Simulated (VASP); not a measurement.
Runs of VASP 6.6.1 on InPd. The structure is that of space group Pm-3m (No. 221), or close to it. The cells are those of the table. 

```csv
task,cell,k mesh,cutoff (eV),gap on the mesh (eV),pressure (GPa),relaxed volume (Å³/atom)
single point,"a = 3.268 Å, 2 atoms",6 × 6 × 6,520,none,0.6,-
relaxation of cell and atoms,"relaxed from a = 3.088 Å, 2 atoms",6 × 6 × 6,600,none,0.0,17.53
relaxation of cell and atoms,"relaxed from a = 3.268 Å, 2 atoms",14 × 14 × 14,600,none,0.0,(a)
single point,"a = 3.267 Å, 2 atoms",14 × 14 × 14,520,none,0.6,-
single point,"a = 3.088 Å, 2 atoms",6 × 6 × 6,550,none,37.0,-
```

Alike in all rows: level r2SCAN; potentials or basis VASP PAW PBE potentials, release 64 (In_d, Pd); no spin polarisation; smearing gaussian 0.1 eV.

Fill in the values left out.

(a) 17.51.

Caveats: the PAW data sets were made with another functional, which shifts forces and pressure a little; spin-orbit coupling is left out, which moves the levels of the heavy elements; the volume moved by over 15 % at a fixed basis, so the end points are rough (at least some runs); the cell stands under pressure (at least some runs).

A k mesh can miss the band edges, and the runs leave out spin-orbit coupling on In, Pd.

A gap of «none» marks levels without a gap at the run's occupations.
